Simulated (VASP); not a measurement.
# SiW2 (I4/mcm) in VASP: notebook

Runs on SiW2. Level: PBE. Tasks: single point, relaxation of cell and atoms.

Everything below comes from runs of VASP 6.6.1. Logs are shortened: lines on timing, memory, paths and dates and some standing lists are left out, and cuts for length are marked.

### Step 1. The cell of the first run

It takes space group I4/mcm (No. 140, tetragonal). Conventional cell: a = 5.976 Å, b = 5.976 Å, c = 4.925 Å, α = 90.00°, β = 90.00°, γ = 90.00°. Si (site symmetry 422) has 2 Si at 2.46 Å and 8 W at 2.56 Å within 3.3 Å. Within 3.4 Å of W (site symmetry m2m) lie 4 Si at 2.56 Å and 11 W at 2.68 to 3.18 Å.

### Step 2. Single point, PBE

The input, INCAR:

```
PREC = Accurate
ENCUT = 520
EDIFF = 1E-6
ISMEAR = 0
SIGMA = 0.2
LREAL = False
LASPH = True
NELM = 100
ALGO = Normal
ISIF = 2
LWAVE = False
LCHARG = False
GGA = PE
NBANDS = 41
```

The input, KPOINTS:

```
Automatic mesh
0
Gamma
  4 4 4
```

The input, POSCAR:

```
SiW2
1.0
   -2.9878579139      2.9878579139      2.4623867185
    2.9878579139     -2.9878579139      2.4623867185
    2.9878579139      2.9878579139     -2.4623867185
Si W
2 4
Direct
    0.2500000000      0.2500000000      0.0000000000
    0.7500000000      0.7500000000      0.0000000000
    0.1585256803      0.6585256803      0.8170513606
    0.8414743197      0.3414743197      0.1829486394
    0.6585256803      0.8414743197      0.5000000000
    0.3414743197      0.1585256803      0.5000000000
```

Potentials or basis: VASP PAW PBE potentials, release 64 (Si, W_sv).

Launch:

```sh
$ cat potpaw_PBE.64/Si/POTCAR potpaw_PBE.64/W_sv/POTCAR > POTCAR
$ mpirun -np 1 vasp_std > vasp.out
```

OUTCAR:

```text
PREC = Accurate
   ENCUT = 520
   EDIFF = 1E-6
   ISMEAR = 0
   LREAL = False
   LASPH = True
   NELM = 100
   ISIF = 2
   GGA = PE

 ion  position               nearest neighbor table
   1  0.250  0.250  0.000-   2 2.46   2 2.46   6 2.56   6 2.56   5 2.56   5 2.56   4 2.56   3 2.56
                             4 2.56   3 2.56
   2  0.750  0.750  0.000-   1 2.46   1 2.46   5 2.56   5 2.56   6 2.56   6 2.56   3 2.56   4 2.56
                             4 2.56   3 2.56
   3  0.159  0.659  0.817-   2 2.56   1 2.56   1 2.56   2 2.56   4 2.68   4 2.91   4 2.91   6 3.11
                             5 3.11   5 3.11   6 3.11   6 3.18   5 3.18   5 3.18   6 3.18
   4  0.841  0.341  0.183-   2 2.56   1 2.56   1 2.56   2 2.56   3 2.68   3 2.91   3 2.91   6 3.11
                             5 3.11   6 3.11   5 3.11   6 3.18   5 3.18   6 3.18   5 3.18
   5  0.659  0.841  0.500-   2 2.56   2 2.56   1 2.56   1 2.56   6 2.68   6 2.91   6 2.91   4 3.11
                             3 3.11   3 3.11   4 3.11   3 3.18   4 3.18   3 3.18   4 3.18
   6  0.341  0.159  0.500-   1 2.56   1 2.56   2 2.56   2 2.56   5 2.68   5 2.91   5 2.91   4 3.11
                             3 3.11   3 3.11   4 3.11   4 3.18   3 3.18   4 3.18   3 3.18

  LATTYP: Found a body centered tetragonal cell.
 ALAT       =     5.9757158278
 C/A-ratio  =     0.8241311299

  Lattice vectors:

 A1 = (  -2.9878579139,   2.9878579139,   2.4623867185)
 A2 = (   2.9878579139,  -2.9878579139,   2.4623867185)
 A3 = (   2.9878579139,   2.9878579139,  -2.4623867185)

Analysis of symmetry for initial positions (statically):
=====================================================================
 Subroutine PRICEL returns:
 Original cell was already a primitive cell.

 Routine SETGRP: Setting up the symmetry group for a
 body centered tetragonal supercell.

 Subroutine GETGRP returns: Found 16 space group operations
 (whereof  8 operations were pure point group operations)
 out of a pool of 16 trial point group operations.

The static configuration has the point symmetry C_4h.
 The point group associated with its full space group is D_4h.

Analysis of symmetry for dynamics (positions and initial velocities):
=====================================================================
 Subroutine PRICEL returns:
 Original cell was already a primitive cell.

 Routine SETGRP: Setting up the symmetry group for a
 body centered tetragonal supercell.

 Subroutine GETGRP returns: Found 16 space group operations
 (whereof  8 operations were pure point group operations)
 out of a pool of 16 trial point group operations.

The dynamic configuration has the point symmetry C_4h.
 The point group associated with its full space group is D_4h.

 Subroutine INISYM returns: Found 16 space group operations
 (whereof  8 operations are pure point group operations),
 and found     1 'primitive' translations

----------------------------------------------------------------------------------------

                                     Primitive cell

  volume of cell :      87.9298

  direct lattice vectors                    reciprocal lattice vectors
    -2.987857914  2.987857914  2.462386718     0.000000000  0.167343968  0.203055026
     2.987857914 -2.987857914  2.462386718     0.167343968  0.000000000  0.203055026
     2.987857914  2.987857914 -2.462386718     0.167343968  0.167343968  0.000000000

  length of vectors
     4.890596914  4.890596914  4.890596914     0.263126106  0.263126106  0.236660110

  position of ions in fractional coordinates (direct lattice)
     0.250000000  0.250000000  0.000000000
     0.750000000  0.750000000  0.000000000
     0.158525680  0.658525680  0.817051361
     0.841474320  0.341474320  0.182948639
     0.658525680  0.841474320  0.500000000
     0.341474320  0.158525680  0.500000000

  ion indices of the primitive-cell ions
   primitive index   ion index
                 1           1
                 2           2
                 3           3
                 4           4
                 5           5
                 6           6

----------------------------------------------------------------------------------------

 KPOINTS: Automatic mesh

Automatic generation of k-mesh.
 Grid dimensions read from file:
 generate k-points for:    4    4    4

 Generating k-lattice:

  Cartesian coordinates                     Fractional coordinates (reciprocal lattice)
     0.000000000  0.041835992  0.050763757     0.250000000  0.000000000  0.000000000
     0.041835992  0.000000000  0.050763757     0.000000000  0.250000000  0.000000000
     0.041835992  0.041835992  0.000000000     0.000000000  0.000000000  0.250000000

  Length of vectors
     0.065781526  0.065781526  0.059165027

  Shift w.r.t. Gamma in fractional coordinates (k-lattice)
     0.000000000  0.000000000  0.000000000

 Subroutine IBZKPT returns following result:
 ===========================================

 Found     13 irreducible k-points:

 Following reciprocal coordinates:
            Coordinates               Weight
  0.000000  0.000000  0.000000      1.000000
  0.250000  0.000000 -0.000000      8.000000
  0.500000  0.000000 -0.000000      4.000000
  0.250000  0.250000 -0.000000      8.000000
  0.500000  0.250000  0.000000     16.000000
 -0.250000  0.250000  0.000000      4.000000
  0.500000  0.500000 -0.000000      2.000000
  0.250000  0.250000  0.250000      2.000000
 -0.250000  0.250000  0.250000      4.000000
  0.500000  0.500000  0.250000      4.000000
 -0.250000  0.500000  0.250000      8.000000
 -0.250000 -0.250000  0.250000      2.000000
  0.500000  0.500000  0.500000      1.000000
   k-points           NKPTS =     13   k-points in BZ     NKDIM =     13   number of bands    NBANDS=     41
   number of dos      NEDOS =    301   number of ions     NIONS =      6
   total plane-waves  NPLWV =  46656
   dimension x,y,z NGX =    36 NGY =   36 NGZ =   36
   dimension x,y,z NGXF=    72 NGYF=   72 NGZF=   72
   ions per type =               2   4
   NGX,Y,Z   is equivalent  to a cutoff of  12.24, 12.24, 12.24 a.u.
   NGXF,Y,Z  is equivalent  to a cutoff of  24.47, 24.47, 24.47 a.u.
 SYSTEM =  unknown system
   PREC   = accura    normal or accurate (medium, high low for compatibility)
   ISTART =      0    job   : 0-new  1-cont  2-samecut
   ICHARG =      2    charge: 1-file 2-atom 10-const
   ISPIN  =      1    spin polarized calculation?
   LNONCOLLINEAR =      F non collinear calculations
   LSORBIT =      F    spin-orbit coupling
   LASPH  =      T    aspherical Exc in radial PAW
   ENCUT  =  520.0 eV  38.22 Ry    6.18 a.u.   9.09  9.09  9.09*2*pi/ulx,y,z
   NELM   =    100;   NELMIN=  2; NELMDL= -5     # of ELM steps
   EDIFF  = 0.1E-05   stopping-criterion for ELM
   LREAL  =      F    real-space projection
   EDIFFG = 0.1E-04   stopping-criterion for IOM
   NSW    =      0    number of steps for IOM
   IBRION =     -1    ionic relax: 0-MD 1-quasi-New 2-CG
   NFREE  =      0    steps in history (QN), initial steepest desc. (CG)
   ISIF   =      2    stress and relaxation
   ISYM   =      2    0-nonsym 1-usesym 2-fastsym
   POTIM  = 0.5000    time-step for ionic-motion
   TEBEG  =    0.0;   TEEND  =   0.0 temperature during run
   PSTRESS=    0.0 pullay stress
   NELECT =      64.0000    total number of electrons
   NUPDOWN=      -1.0000    fix difference up-down
   EMIN   =  10.00;   EMAX   =-10.00  energy-range for DOS
   EFERMI =   0.00;   METHOD = LEGACY
   ISMEAR =     0;   SIGMA  =   0.20  broadening in eV -4-tet -1-fermi 0-gaus
   EFERMI_NEDOS =   21; number of points for ismear=-14 and -15
   IALGO  =     38    algorithm
   IMIX   =      4    mixing-type and parameters
     AMIX     =   0.40;   BMIX     =  1.00
     AMIX_MAG =   1.60;   BMIX_MAG =  1.00
  volume/ion in A,a.u.               =      14.65        98.90
  Fermi-wavevector in a.u.,A,eV,Ry     =   1.472616  2.782840 29.505556  2.168597
  Thomas-Fermi vector in A             =   2.587609
   LORBIT       =      0    0 simple, 1 ext, 2 COOP (PROOUT), +10 PAW based schemes
   GGA     = PE    functional components
   LHFCALC =     F    Hartree Fock is set to
   AEXX    =    0.0000 exact exchange contribution
   IVDW    =     0    specifies the selected vdW correction
   LEPSILON=     F    determine dielectric tensor
   LRPA    =     F    only Hartree local field effects (RPA)
 non-spin polarized calculation
 Gauss-broadening in eV      SIGMA  =   0.20
  energy-cutoff  :      520.00
  volume of cell :       87.93
 maximum number of plane-waves:      2386
   NGX = 19   NGY = 19   NGZ = 19

 number of electron      64.0000001 magnetization

 Free energy of the ion-electron system (eV)
  ---------------------------------------------------
  ext. energy  EPLUGINS =         0.00000000
  ---------------------------------------------------
  free energy    TOTEN  =       -63.56524090 eV

  energy without entropy =      -63.51306227  energy(sigma->0) =      -63.53915159

 E-fermi :  11.5416     XC(G=0): -13.1227

 val. band max:       11.4950270130   @ k =  -0.2500   0.5000   0.2500
 cond. band min:      11.5992121987   @ k =   0.2500   0.2500   0.2500
 fundamental gap:      0.1041851857
 Fermi energy:        11.5416493258

 k-point     1 :       0.0000    0.0000    0.0000
  band No.  band energies     occupation
      1     -62.5426      2.00000
      2     -62.5039      2.00000
      3     -62.4578      2.00000
      4     -62.4578      2.00000
      5     -26.9443      2.00000
      6     -26.9346      2.00000
[... 33 lines left out ...]
     40      16.5440      0.00000
     41      16.7014      0.00000

 k-point     2 :       0.2500    0.0000   -0.0000
  band No.  band energies     occupation
      1     -62.5315      2.00000
      2     -62.5030      2.00000
      3     -62.4644      2.00000
      4     -62.4634      2.00000
      5     -27.0208      2.00000
      6     -27.0134      2.00000
[... 473 lines left out ...]
     40      15.2075      0.00000
     41      15.8989      0.00000

 k-point    13 :       0.5000    0.5000    0.5000
  band No.  band energies     occupation
      1     -62.4983      2.00000
      2     -62.4924      2.00000
      3     -62.4859      2.00000
      4     -62.4859      2.00000
      5     -27.1142      2.00000
      6     -27.0228      2.00000
[... 33 lines left out ...]
     40      14.3689      0.00000
     41      15.0760      0.00000

------------------------ aborting loop because EDIFF is reached ----------------------------------------

  FORCE on cell =-STRESS in cart. coord.  units (eV):
  Direction    XX          YY          ZZ          XY          YZ          ZX
  --------------------------------------------------------------------------------------
  -------------------------------------------------------------------------------------
  Total        0.2016749      0.2016749      0.1159214      0.0000000     -0.0000000      0.0000000
  in kB        3.6747380      3.6747380      2.1122138      0.0000000     -0.0000000      0.0000000
  external PRESSURE =       3.1538966 kB  Pullay stress =       0.0000000 kB

 VOLUME and BASIS-vectors are now :
 -----------------------------------------------------------------------------
  energy-cutoff  :      520.00
  volume of cell :       87.93
      direct lattice vectors                 reciprocal lattice vectors
    -2.987857914  2.987857914  2.462386718     0.000000000  0.167343968  0.203055026
     2.987857914 -2.987857914  2.462386718     0.167343968  0.000000000  0.203055026
     2.987857914  2.987857914 -2.462386718     0.167343968  0.167343968  0.000000000

 POSITION                                       TOTAL-FORCE (eV/Angst)
 -----------------------------------------------------------------------------------
      0.00000      0.00000      1.23119        -0.000000      0.000000     -0.000000
      0.00000      0.00000      3.69358        -0.000000      0.000000     -0.000000
      3.93516      0.94730      0.00000         0.013687      0.013687      0.000000
     -0.94730      2.04055      2.46239        -0.013687     -0.013687     -0.000000
      2.04055      0.94730      2.46239        -0.013687      0.013687     -0.000000
      0.94730      2.04055      0.00000         0.013687     -0.013687      0.000000
 -----------------------------------------------------------------------------------
    total drift:                                0.000000      0.000000     -0.000000

  FREE ENERGIE OF THE ION-ELECTRON SYSTEM (eV)
  ---------------------------------------------------
  free  energy   TOTEN  =       -63.5652409017 eV

  energy  without entropy=      -63.5130622737  energy(sigma->0) =      -63.53915159
```

Run time: 21 s. Hardware: 1 thread of Intel Xeon 6975P-C (Granite Rapids), shared host; peak memory 0.21 GiB.

Results:

* Free energy: -63.5652 eV
* Pressure: 0.3 GPa
* Largest force: 0.019 eV/Å
* Band gap on the k mesh: zero (band 32 reaches 11.76 eV, above the bottom of band 33 at 11.05 eV)

Forces on the atoms (eV/Å):
```
Si   0.000  0.000  0.000
Si   0.000  0.000  0.000
W    0.014  0.014  0.000
W   -0.014 -0.014  0.000
W   -0.014  0.014  0.000
W    0.014 -0.014  0.000
```

Caveat: the k points lie up to 0.41 Å⁻¹ apart; spin-orbit coupling is left out, which moves the levels of the heavy elements.

### Step 3. Relaxation of cell and atoms, PBE

This run uses another cell than the first one, of 15.79 Å³/atom, 1.078 times its volume.

The input, INCAR:

```
PREC = Accurate ; ENCUT = 600
EDIFF = 1E-7 ; ISMEAR = 0
SIGMA = 0.2 ; LREAL = F
LASPH = T ; NELM = 100
ALGO = Normal ; ISIF = 3
LWAVE = F ; LCHARG = F
GGA = PE ; IBRION = 2
NSW = 36 ; EDIFFG = -0.08
```

KPOINTS is that of step 2.

The input, POSCAR:

```
SiW2
1.0
   -3.0750000000      3.0750000000      2.5050000000
    3.0750000000     -3.0750000000      2.5050000000
    3.0750000000      3.0750000000     -2.5050000000
Si W
2 4
Direct
    0.2500000000      0.2500000000      0.0000000000
    0.7500000000      0.7500000000      0.0000000000
    0.1620000000      0.6620000000      0.8240000000
    0.8380000000      0.3380000000      0.1760000000
    0.6620000000      0.8380000000      0.5000000000
    0.3380000000      0.1620000000      0.5000000000
```

Potentials or basis: VASP PAW PBE potentials, release 64 (Si, W_sv).

Launch:

```sh
$ cat potpaw_PBE.64/Si/POTCAR potpaw_PBE.64/W_sv/POTCAR > POTCAR
$ mpirun -np 1 vasp_std > vasp.out
```

Run time: 4.2 min. Hardware: 1 thread of Intel Xeon Platinum 8375C at 2.90GHz (Ice Lake), shared host; peak memory 0.27 GiB.

The run converged. Its results:

```yaml
Free_energy: -63.5641 eV
Relaxed_volume: 14.66 Å³/atom
Relaxed_cell: a = 4.889 Å, b = 4.889 Å, c = 4.889 Å, α = 104.83°, β = 104.83°, γ = 119.22°
Space_group_after_relaxing_to_0.05_Å: I4/mcm (No. 140)
Energy_gained_by_relaxing: 70.2 meV/atom
Ionic_steps: 7
Pressure_after_relaxing: 0.3 GPa
Largest_force_after_relaxing: 0.077 eV/Å
Band_gap_on_the_k_mesh: zero (band 32 reaches 11.77 eV, above the bottom of band 33 at 11.06 eV)
```

Forces on the atoms (eV/Å):
```
Si   0.000  0.000  0.000
Si   0.000  0.000  0.000
W   -0.055 -0.055  0.000
W    0.055  0.055  0.000
W    0.055 -0.055  0.000
W   -0.055  0.055  0.000
```

Stress tensor (GPa, compression positive):
```
 0.76  0.00  0.00
 0.00  0.76  0.00
 0.00  0.00 -0.61
```

The path:
```csv
step,energy change (eV),largest force (eV/Å),pressure (GPa),volume (Å³)
1,0.0000,0.3351,-17.34,94.75
2,2.6089,0.1462,76.40,73.18
3,-0.4005,0.3816,-1.15,88.42
4,-0.4027,0.3821,0.02,88.04
5,-0.4028,0.3823,0.43,87.91
6,-0.4211,0.0972,0.30,87.96
7,-0.4212,0.0771,0.30,87.97
```

Final structure:
```
Si W
1.0
    -2.98205    2.98205    2.47302
     2.98205   -2.98205    2.47302
     2.98205    2.98205   -2.47302
Si W
2 4
Cartesian
  0.0000 0.0000 1.2365
  0.0000 0.0000 3.7095
  3.9336 0.9515 0.0000
  -0.9515 2.0305 2.4730
  2.0305 0.9515 2.4730
  0.9515 2.0305 0.0000
```

Levels at points of the mesh, in eV from the Fermi level:
| k point | band 29 | band 30 | band 31 | band 32 | band 33 | band 34 | band 35 | band 36 |
| --- | --- | --- | --- | --- | --- | --- | --- | --- |
| (0.00, 0.00, 0.00) | -0.95 | -0.52 | -0.33 | 0.18 | 0.18 | 0.68 | 0.68 | 0.76 |
| (0.50, 0.00, 0.00) | -1.78 | -1.78 | -0.39 | -0.39 | 0.80 | 0.80 | 1.78 | 1.78 |
| (0.50, 0.50, 0.00) | -1.27 | -1.02 | -0.99 | -0.20 | 0.22 | 0.76 | 1.94 | 2.34 |
| (0.50, 0.50, 0.50) | -1.92 | -1.92 | -1.10 | -0.98 | -0.32 | -0.32 | 1.56 | 2.21 |

Caveat: the k points lie up to 0.41 Å⁻¹ apart in the final cell; spin-orbit coupling is left out, which moves the levels of the heavy elements; the relaxation stopped at a loose force limit of 0.08 eV/Å, so its end isn't a converged minimum.
